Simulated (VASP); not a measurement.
# NbN2 (R-3m) in VASP: further runs

The runs below take NbN2 through single point, relaxation of cell and atoms, with PBE.

All numbers are computed with VASP 6.6.1; they aren't measurements. Logs are shortened: lines on timing, memory, paths and dates and some standing lists are left out, and cuts for length are marked.

### Step 1. The cell of the first run

It takes space group R-3m (No. 166, trigonal). The conventional cell has a = 2.873 Å, b = 2.873 Å, c = 13.014 Å, α = 90.00°, β = 90.00°, γ = 120.00°. Within 2.6 Å of Nb (site symmetry -3m) lie 6 N at 1.98 Å. Within 2.6 Å of N (site symmetry 3m) lie 3 Nb at 1.98 Å.

### Step 2. Single point, PBE

INCAR reads:

```
ALGO = Normal
EDIFF = 1E-6
ENCUT = 520
GGA = PE
ISIF = 2
ISMEAR = 0
LASPH = T
LCHARG = T
LELF = T
LREAL = F
LVHAR = T
LWAVE = F
NBANDS = 18
NELM = 60
PREC = Accurate
SIGMA = 0.1
```

KPOINTS reads:

```
k-points
0
Gamma
  6 6 6
```

POSCAR reads:

```
NbN2
1.0
    1.4362729089      0.8292325506      4.3379116020
   -1.4362729089      0.8292325506      4.3379116020
    0.0000000000     -1.6584651012      4.3379116020
Nb N
1 2
Direct
    0.0000000000      0.0000000000      0.0000000000
    0.7500000000      0.7500000000      0.7500000000
    0.2500000000      0.2500000000      0.2500000000
```

Potentials or basis: VASP PAW PBE potentials, release 64 (Nb_sv, N).

Started as:

```console
> cat potpaw_PBE.64/Nb_sv/POTCAR potpaw_PBE.64/N/POTCAR > POTCAR
> mpirun -np 1 vasp_std > vasp.out
```

OUTCAR:

```text
EDIFF = 1E-6
   ENCUT = 520
   GGA = PE
   ISIF = 2
   ISMEAR = 0
   LASPH = T
   LREAL = F
   NELM = 60
   PREC = Accurate

 ion  position               nearest neighbor table
   1  0.000  0.000  0.000-   2 1.98   2 1.98   3 1.98   3 1.98   2 1.98   3 1.98
   2  0.750  0.750  0.750-   1 1.98   1 1.98   1 1.98
   3  0.250  0.250  0.250-   1 1.98   1 1.98   1 1.98

  LATTYP: Found a trigonal (rhomboedric) cell.
 ALAT       =     4.6441343175
 COS(alpha) =     0.8087090651

  Lattice vectors:

 A1 = (   1.4362729089,   0.8292325506,   4.3379116020)
 A2 = (  -1.4362729089,   0.8292325506,   4.3379116020)
 A3 = (   0.0000000000,  -1.6584651012,   4.3379116020)

Analysis of symmetry for initial positions (statically):
=====================================================================
 Subroutine PRICEL returns:
 Original cell was already a primitive cell.

 Routine SETGRP: Setting up the symmetry group for a
 trigonal (rhombohedral) supercell.

 Subroutine GETGRP returns: Found 12 space group operations
 (whereof 12 operations were pure point group operations)
 out of a pool of 12 trial point group operations.

The static configuration has the point symmetry D_3d.

Analysis of symmetry for dynamics (positions and initial velocities):
=====================================================================
 Subroutine PRICEL returns:
 Original cell was already a primitive cell.

 Routine SETGRP: Setting up the symmetry group for a
 trigonal (rhombohedral) supercell.

 Subroutine GETGRP returns: Found 12 space group operations
 (whereof 12 operations were pure point group operations)
 out of a pool of 12 trial point group operations.

The dynamic configuration has the point symmetry D_3d.

 Subroutine INISYM returns: Found 12 space group operations
 (whereof 12 operations are pure point group operations),
 and found     1 'primitive' translations

----------------------------------------------------------------------------------------

                                     Primitive cell

  volume of cell :      30.9988

  direct lattice vectors                    reciprocal lattice vectors
[... 84 lines left out ...]
   LNONCOLLINEAR =      F non collinear calculations
   LSORBIT =      F    spin-orbit coupling
   LASPH  =      T    aspherical Exc in radial PAW
   ENCUT  =  520.0 eV  38.22 Ry    6.18 a.u.   8.64  8.64  8.64*2*pi/ulx,y,z
   NELM   =     60;   NELMIN=  2; NELMDL= -5     # of ELM steps
   EDIFF  = 0.1E-05   stopping-criterion for ELM
   LREAL  =      F    real-space projection
   EDIFFG = 0.1E-04   stopping-criterion for IOM
   NSW    =      0    number of steps for IOM
   IBRION =     -1    ionic relax: 0-MD 1-quasi-New 2-CG
   NFREE  =      0    steps in history (QN), initial steepest desc. (CG)
   ISIF   =      2    stress and relaxation
   ISYM   =      2    0-nonsym 1-usesym 2-fastsym
   POTIM  = 0.5000    time-step for ionic-motion
   TEBEG  =    0.0;   TEEND  =   0.0 temperature during run
   PSTRESS=    0.0 pullay stress
   NELECT =      23.0000    total number of electrons
   NUPDOWN=      -1.0000    fix difference up-down
   EMIN   =  10.00;   EMAX   =-10.00  energy-range for DOS
   EFERMI =   0.00;   METHOD = LEGACY
   ISMEAR =     0;   SIGMA  =   0.10  broadening in eV -4-tet -1-fermi 0-gaus
   EFERMI_NEDOS =   21; number of points for ismear=-14 and -15
   IALGO  =     38    algorithm
   IMIX   =      4    mixing-type and parameters
     AMIX     =   0.40;   BMIX     =  1.00
     AMIX_MAG =   1.60;   BMIX_MAG =  1.00
  volume/ion in A,a.u.               =      10.33        69.73
  Fermi-wavevector in a.u.,A,eV,Ry     =   1.482071  2.800708 29.885667  2.196535
  Thomas-Fermi vector in A             =   2.595903
   LORBIT       =      0    0 simple, 1 ext, 2 COOP (PROOUT), +10 PAW based schemes
   GGA     = PE    functional components
   LHFCALC =     F    Hartree Fock is set to
   AEXX    =    0.0000 exact exchange contribution
   IVDW    =     0    specifies the selected vdW correction
   LEPSILON=     F    determine dielectric tensor
   LRPA    =     F    only Hartree local field effects (RPA)
 non-spin polarized calculation
 Gauss-broadening in eV      SIGMA  =   0.10
  energy-cutoff  :      520.00
  volume of cell :       31.00
 maximum number of plane-waves:       863
 NGX is ok and might be reduce to    36
   NGX = 17   NGY = 17   NGZ = 17

 number of electron      22.9999999 magnetization

 Free energy of the ion-electron system (eV)
  ---------------------------------------------------
  ext. energy  EPLUGINS =         0.00000000
  ---------------------------------------------------
  free energy    TOTEN  =       -25.72517980 eV

  energy without entropy =      -25.71743895  energy(sigma->0) =      -25.72130938

 E-fermi :   7.9651     XC(G=0): -12.2239

 val. band max:        7.8764479252   @ k =  -0.3333   0.1667   0.1667
 cond. band min:       7.9808407270   @ k =   0.1667   0.1667   0.1667
 fundamental gap:      0.1043928019
 Fermi energy:         7.9651243440

 k-point     1 :       0.0000    0.0000    0.0000
  band No.  band energies     occupation
      1     -46.4200      2.00000
      2     -22.7561      2.00000
      3     -21.9329      2.00000
      4     -21.9329      2.00000
      5      -7.3215      2.00000
      6      -3.5986      2.00000
[... 481 lines left out ...]
      5      -5.9156      2.00000
      6      -4.2515      2.00000
[... 10 lines left out ...]
     17      18.5180      0.00000
     18      21.5813      0.00000

 [... further k-points ...]

------------------------ aborting loop because EDIFF is reached ----------------------------------------

  FORCE on cell =-STRESS in cart. coord.  units (eV):
  Direction    XX          YY          ZZ          XY          YZ          ZX
  --------------------------------------------------------------------------------------
  -------------------------------------------------------------------------------------
  Total       14.9252889     14.9252889      4.8808626      0.0000000     -0.0000000      0.0000000
  in kB      771.4149830    771.4149830    252.2678523      0.0000000     -0.0000000      0.0000000
  external PRESSURE =     598.3659394 kB  Pullay stress =       0.0000000 kB

 VOLUME and BASIS-vectors are now :
 -----------------------------------------------------------------------------
  energy-cutoff  :      520.00
  volume of cell :       31.00
      direct lattice vectors                 reciprocal lattice vectors
     1.436272909  0.829232551  4.337911602     0.348123255  0.200989055  0.076841892
    -1.436272909  0.829232551  4.337911602    -0.348123255  0.200989055  0.076841892
     0.000000000 -1.658465101  4.337911602     0.000000000 -0.401978110  0.076841892

 POSITION                                       TOTAL-FORCE (eV/Angst)
 -----------------------------------------------------------------------------------
      0.00000      0.00000      0.00000         0.000000      0.000000      0.000000
      0.00000      0.00000      9.76030         0.000000     -0.000000      1.329322
      0.00000      0.00000      3.25343         0.000000      0.000000     -1.329322
 -----------------------------------------------------------------------------------
    total drift:                                0.000000      0.000000      0.000000

  FREE ENERGIE OF THE ION-ELECTRON SYSTEM (eV)
  ---------------------------------------------------
  free  energy   TOTEN  =       -25.7251798036 eV

  energy  without entropy=      -25.7174389523  energy(sigma->0) =      -25.72130938
```

stdout:

```text
POSCAR found type information on POSCAR NbN
 POSCAR found :  2 types and       3 ions
 scaLAPACK will be used
 LDA part: xc-table for (Slater+PW92), standard interpolation
 POSCAR, INCAR and KPOINTS ok, starting setup
 FFT: planning ... GRIDC
 FFT: planning ... GRID_SOFT
 FFT: planning ... GRID
 WAVECAR not read
 entering main loop
```

Wall time 35 s (1 thread of Intel Xeon Platinum 8488C (Sapphire Rapids), shared host); peak memory 0.2 GiB.

What came out:

| Item | Value |
| --- | --- |
| Free energy | -25.7252 eV |
| Pressure | 59.8 GPa |
| Largest force | 1.329 eV/Å |

Forces in eV/Å, atoms in the order of the input:
```
Nb   0.000  0.000  0.000
N    0.000  0.000  1.329
N    0.000  0.000 -1.329
```

Stress tensor (GPa, compression positive):
```
77.14  0.00  0.00
 0.00 77.14  0.00
 0.00  0.00 25.23
```

Caveat: the k points lie up to 0.43 Å⁻¹ apart; forces of over 1 eV/Å act on the atoms, so gaps and moduli don't describe the material at rest.

### Step 3. Single point, PBE

This run uses another cell than the first one, of 13.18 Å³/atom, 1.275 times its volume.

INCAR reads:

```
SYSTEM = NbN2
  PREC = Accurate
  ENCUT = 520
  EDIFF = 1E-6
  ISMEAR = 0
  SIGMA = 0.1
  LREAL = .False.
  LASPH = .True.
  NELM = 60
  ALGO = Normal
  ISIF = 2
  LWAVE = .False.
  LCHARG = .True.
  GGA = PE
  LELF = .True.
  LVHAR = .True.
  NBANDS = 18
```

KPOINTS reads:

```
regular mesh
0
Gamma
  6 6 6
  0 0 0
```

POSCAR reads:

```
NbN2
1.0
    1.5823062550      0.9135449423      4.5579968577
   -1.5823062550      0.9135449423      4.5579968577
    0.0000000000     -1.8270898846      4.5579968577
Nb N
1 2
Direct
    0.0000000000      0.0000000000      0.0000000000
    0.7402555442      0.7402555442      0.7402555442
    0.2597444558      0.2597444558      0.2597444558
```

Potentials or basis: VASP PAW PBE potentials, release 64 (Nb_sv, N).

Started as:

```console
> cat potpaw_PBE.64/Nb_sv/POTCAR potpaw_PBE.64/N/POTCAR > POTCAR
> mpirun -np 1 vasp_std > vasp.out
```

Wall time 58 s (1 thread of Intel Xeon Platinum 8488C (Sapphire Rapids), shared host); peak memory 0.23 GiB.

The run converged. Its results:

* Free energy: -27.0553 eV
* Pressure: -0.4 GPa
* Largest force: 0.023 eV/Å

Forces on the atoms (eV/Å):
```
Nb   0.000  0.000  0.000
N    0.000  0.000 -0.023
N    0.000  0.000  0.023
```

Stress tensor (GPa, compression positive):
```
-0.50  0.00  0.00
 0.00 -0.50  0.00
 0.00  0.00 -0.18
```

Levels at points of the mesh, in eV from the Fermi level:
| k point | band 8 | band 9 | band 10 | band 11 | band 12 | band 13 | band 14 | band 15 |
| --- | --- | --- | --- | --- | --- | --- | --- | --- |
| (0.00, 0.00, 0.00) | -4.56 | -4.56 | 0.25 | 0.25 | 0.39 | 1.69 | 1.69 | 4.77 |
| (0.50, 0.00, 0.00) | -3.49 | -2.62 | -1.94 | -0.66 | -0.63 | 2.82 | 3.36 | 3.60 |
| (0.50, 0.50, 0.00) | -3.31 | -2.48 | -1.28 | -0.91 | -0.05 | 1.92 | 3.37 | 3.61 |
| (0.50, 0.50, 0.50) | -4.50 | -3.29 | -1.59 | 0.10 | 0.10 | 1.73 | 1.73 | 4.25 |

Caveat: the k points lie up to 0.39 Å⁻¹ apart.

### Step 4. Relaxation of cell and atoms, PBE

INCAR reads:

```
SYSTEM = NbN2
ALGO = Normal
EDIFF = 1E-6
EDIFFG = -0.04
ENCUT = 600
GGA = PE
IBRION = 2
ISIF = 3
ISMEAR = 0
LASPH = .TRUE.
LCHARG = .FALSE.
LREAL = .FALSE.
LWAVE = .FALSE.
NELM = 100
NSW = 90
PREC = Accurate
SIGMA = 0.1
```

KPOINTS reads:

```
k-points
0
G
  6 6 6
  0 0 0
```

POSCAR reads:

```
NbN2
1.0
    1.4362729089      0.8292325506      4.3379116020
   -1.4362729089      0.8292325506      4.3379116020
    0.0000000000     -1.6584651012      4.3379116020
Nb N
1 2
Direct
    0.0000000000      0.0000000000      0.0000000000
    0.7500000000      0.7500000000      0.7500000000
    0.2500000000      0.2500000000      0.2500000000
```

Started as:

```console
> cat potpaw_PBE.64/Nb_sv/POTCAR potpaw_PBE.64/N/POTCAR > POTCAR
> mpirun -np 1 vasp_std > vasp.out
```

Wall time 7 min (1 thread of Intel Xeon Platinum 8488C (Sapphire Rapids), shared host); peak memory 0.23 GiB.

The run converged. Its results:

```yaml
Free_energy: -27.0471 eV
Relaxed_volume: 13.14 Å³/atom
Relaxed_cell: a = 4.910 Å, b = 4.910 Å, c = 4.910 Å, α = 37.54°, β = 37.54°, γ = 37.54°
Space_group_after_relaxing_to_0.05_Å: R-3m (No. 166)
Energy_gained_by_relaxing: 439.5 meV/atom
Ionic_steps: 13
Pressure_after_relaxing: 0.4 GPa
Largest_force_after_relaxing: 0.030 eV/Å
```

Forces on the atoms (eV/Å):
```
Nb   0.000  0.000  0.000
N    0.000  0.000  0.030
N    0.000  0.000 -0.030
```

Stress tensor (GPa, compression positive):
```
0.48 0.00 0.00
0.00 0.48 0.00
0.00 0.00 0.31
```

Step by step:
```csv
step,energy change (eV),largest force (eV/Å),pressure (GPa),volume (Å³)
1,0.0000,1.3293,59.72,31.00
2,1.9067,3.8281,-41.65,51.36
3,-1.0422,2.0615,-6.65,37.33
4,-1.0570,1.8572,-2.70,36.72
5,-1.0580,1.7966,-1.54,36.55
6,-1.2927,0.4669,-0.96,37.08
7,-1.2999,0.1705,-0.82,37.19
8,-1.2999,0.2020,-0.85,37.18
9,-1.3009,0.0461,2.75,36.85
10,-1.3022,0.0612,1.19,36.99
11,-1.3057,0.0499,1.01,37.23
12,-1.3134,0.0185,0.65,37.96
13,-1.3185,0.0303,0.42,39.41
```

Final structure:
```xyz
3
Lattice="1.5799 0.9121 4.5585 -1.5799 0.9121 4.5585 0.0000 -1.8243 4.5585" Properties=species:S:1:pos:R:3 pbc="T T T"
Nb    0.0000    0.0000   13.6754
N     0.0000    0.0000   10.1224
N     0.0000    0.0000    3.5530
```

Levels at points of the mesh, in eV from the Fermi level:
```tsv
k point	band 9	band 10	band 11	band 12	band 13	band 14
(0.00, 0.00, 0.00)	-4.57	0.25	0.25	0.38	1.70	1.70
(0.50, 0.00, 0.00)	-2.62	-1.94	-0.66	-0.63	2.84	3.38
(0.50, 0.50, 0.00)	-2.48	-1.29	-0.91	-0.05	1.94	3.39
(0.50, 0.50, 0.50)	-3.31	-1.59	0.11	0.11	1.74	1.74
```

Caveat: the k points lie up to 0.39 Å⁻¹ apart in the final cell; the volume moved by over 15 % at a fixed basis, so the end points are rough.

### Step 5. Overview

```csv
task,cell,cutoff (eV),gap on the mesh (eV),pressure (GPa),largest force (eV/Å)
single point,"a = 4.644 Å, angles 36.0°, 3 atoms",520,none,59.8,1.33
single point,"a = 4.911 Å, angles 37.6°, 3 atoms",520,none,-0.4,0.02
relaxation of cell and atoms,"relaxed from a = 4.644 Å, angles 36.0°, 3 atoms",600,none,0.4,0.03
```

Alike in all rows: level PBE; potentials or basis VASP PAW PBE potentials, release 64 (Nb_sv, N); no spin polarisation; k mesh 6 × 6 × 6; smearing gaussian 0.1 eV.

Caveats: all runs use coarse meshes; forces of over 1 eV/Å act on the atoms, so gaps and moduli don't describe the material at rest (some runs); the volume moved by over 15 % at a fixed basis, so the end points are rough (some runs).

Absolute energies hang on the potentials; compare differences alone.
